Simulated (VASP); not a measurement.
Input of a VASP 6.6.1 run:

File INCAR:

```
  PREC = Accurate
  ENCUT = 520
  EDIFF = 1E-7
  ISMEAR = 0
  SIGMA = 0.05
  LREAL = F
  LASPH = T
  NELM = 80
  ALGO = Normal
  ISIF = 2
  LWAVE = F
  LCHARG = T
  GGA = PE
  LELF = T
  LVHAR = T
  NBANDS = 20
```

KPOINTS

```
Automatic mesh
0
Gamma
  12 12 12
```

File POSCAR:

```
SnO2
1.0
    1.6167660720      0.9334403269      4.9182553763
   -1.6167660720      0.9334403269      4.9182553763
    0.0000000000     -1.8668806537      4.9182553763
Sn O
1 2
Direct
    0.5070637256      0.5005116199      0.4924246545
    0.2086768218      0.2329846055      0.2629865953
    0.7389114734      0.7632192571      0.7932212469
```

Potentials or basis: VASP PAW PBE potentials, release 64 (Sn_d, O).

Launch:

```bash
$ cat potpaw_PBE.64/Sn_d/POTCAR potpaw_PBE.64/O/POTCAR > POTCAR
$ mpirun -np 1 vasp_std > vasp.out
```

Task: What does it give for the band gap on the k mesh?

Result: 1.99 eV (least direct gap 2.16 eV).

Task: What does it give for the pressure?

Result: 1.8 GPa.

Task: Predict the largest force.

Result: 1.589 eV/Å.

Stress tensor (GPa, compression positive):
```
 1.73  0.48  0.99
 0.48  2.46 -0.75
 0.99 -0.75  1.29
```

Caveat: the cell differs from its parent crystal (atoms displaced along several vibrational modes); spin-orbit coupling is left out, which moves the levels of the heavy elements; forces of over 1 eV/Å act on the atoms, so gaps and moduli don't describe the material at rest. A k mesh can miss the band edges.
